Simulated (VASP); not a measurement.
Input of a VASP 6.6.1 run:

Contents of POSCAR:

```
Sc
1.0
    3.3206552942      0.0000000000      0.0000000000
   -1.6603276471      2.8757718420      0.0000000000
    0.0000000000      0.0000000000      5.1657957301
Sc
2
Direct
    0.3333333333      0.6666666667      0.2500000000
    0.6666666667      0.3333333333      0.7500000000
```

File INCAR.step1:

```
PREC = Accurate
ENCUT = 400
EDIFF = 1E-5
ISMEAR = -1
SIGMA = 0.05
LREAL = False
LASPH = True
NELM = 120
ALGO = Normal
ISIF = 2
LWAVE = True
LCHARG = False
NBANDS = 18
GGA = PE
GGA_COMPAT = False
KPAR = 4
```

INCAR.step2

```
PREC = Accurate
ENCUT = 400
EDIFF = 1E-6
ISMEAR = -1
SIGMA = 0.05
LREAL = False
LASPH = True
NELM = 120
ALGO = Normal
ISIF = 2
LWAVE = False
LCHARG = False
GGA = PE
LHFCALC = True
HFSCREEN = 0.2079
PRECFOCK = Normal
NBANDS = 18
ISTART = 1
GGA_COMPAT = False
KPAR = 4
```

File KPOINTS:

```
Automatic mesh
0
Gamma
  8 8 5
```

Potentials or basis: VASP PAW PBE potentials, release 64 (Sc_sv).

Run with:

```console
$ cat potpaw_PBE.64/Sc_sv/POTCAR > POTCAR
$ cp INCAR.step1 INCAR
$ mpirun -np 4 vasp_std > vasp.out
$ cp INCAR.step2 INCAR
$ mpirun -np 4 vasp_std > vasp.out
```

**Question.** Predict the band gap on the k mesh.

**Answer.** Zero (bands 11 and 12 overlap by 1.70 eV).

**Question.** What does it give for the pressure?

**Answer.** 1.5 GPa.

Stress tensor (GPa, compression positive):
```
1.39 0.00 0.00
0.00 1.39 0.00
0.00 0.00 1.82
```

Caveat: the PAW data sets were made with another functional, which shifts forces and pressure a little.
